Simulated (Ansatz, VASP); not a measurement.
# Two plane-wave programs on MgSe3

```
Mg Se
1.0
     5.49379    0.00000    0.00000
    -2.74690    4.75776    0.00000
     0.00000    0.00000    3.58529
Mg Se
1 3
Cartesian
  0.0000 0.0000 0.0000
  2.7469 0.0000 1.7926
  -1.3734 2.3789 1.7926
  1.3734 2.3789 1.7926
```

Alike in both runs: functional PBE; k mesh 12 × 12 × 14; occupations gaussian, width 0.1 eV; no spin polarisation.

Ansatz relaxed the structure, and its values are those at the end. VASP's run is a single point on that final structure, the one shown.

```csv
,VASP,Ansatz
version,VASP 6.6.1,Ansatz 0.2.0
potentials or method,"VASP PAW PBE potentials, release 64 (Mg, Se), cutoff 520 eV","scalar-relativistic, plane waves, PAW"
valence electrons in the cell,20,58
```

|  | VASP | Ansatz | Ansatz less VASP |
| --- | --- | --- | --- |
| gap on the k mesh at the Fermi level (eV) | none | none | - |
| pressure (GPa) | 0.0 | 0.0 | +0.03 |

A gap of «none» marks a metal or a gap that the smearing closes. VASP's potentials hold 20 valence electrons a cell and Ansatz's 58, so a difference there can come from the potentials and not from the codes.
